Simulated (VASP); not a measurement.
Here is a VASP 6.6.1 calculation.

INCAR

```
SYSTEM = Al
  PREC = Accurate
  ENCUT = 520
  EDIFF = 1E-6
  ISMEAR = 0
  SIGMA = 0.1
  LREAL = .False.
  LASPH = .True.
  NELM = 150
  ALGO = Normal
  ISIF = 2
  LWAVE = .False.
  LCHARG = .False.
  MAGMOM = 0 0 0
  LORBIT = 11
  LSORBIT = .True.
  GGA_COMPAT = .False.
  LORBMOM = .True.
  GGA = PE
  NBANDS = 14
```

Contents of KPOINTS:

```
Automatic mesh
0
Gamma
  18 18 18
  0 0 0
```

The input POSCAR:

```
Al
1.0
    0.0000000000      2.0207284189      2.0207284189
    2.0207284189      0.0000000000      2.0207284189
    2.0207284189      2.0207284189      0.0000000000
Al
1
Direct
    0.0000000000      0.0000000000      0.0000000000
```

Potentials or basis: VASP PAW PBE potentials, release 64 (Al).

Launch:

```bash
$ cat potpaw_PBE.64/Al/POTCAR > POTCAR
$ mpirun -np 1 vasp_ncl > vasp.out
```

Question: Estimate the pressure.

Answer: 0.0 GPa.

Question: What does it give for the net moment?

Answer: 0.00 μB per cell.

Moments on the atoms (μB; x, y, z):
```
Al  0.00 0.00 0.00
```
